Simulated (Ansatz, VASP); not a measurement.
Two plane-wave programs on Al

```xyz
2
Lattice="2.8733 0.0000 0.0000 -1.4367 2.4884 0.0000 0.0000 0.0000 4.6335" Properties=species:S:1:pos:R:3 pbc="T T T"
Al    0.0000    1.6589    1.1584
Al    1.4367    0.8295    3.4752
```

Alike in both runs: task single point; functional LDA; k mesh 14 × 14 × 8; occupations fermi-dirac, width 0.1 eV; no spin polarisation.

|  | VASP | Ansatz |
| --- | --- | --- |
| version | VASP 6.6.1 | Ansatz 0.2.0 |
| potentials or method | VASP PAW LDA potentials, release 64 (Al), cutoff 520 eV | plane waves (420 eV) with PAW, scalar-relativistic |
| valence electrons in the cell | 6 | 6 |

VASP gave:

```
pressure (GPa)                                                : -2.8
traceless stress, the component that is largest in VASP (GPa) : 1.03
```

Q: What did Ansatz give for the same quantities?

A: Pressure (GPa): -2.9; traceless stress, the component that is largest in VASP (GPa): 1.01.

Ansatz warns that its potentials were made for another functional, while VASP's fit it. LDA's correlation is that of Perdew and Zunger in VASP and of Perdew and Wang (1992) in Ansatz.
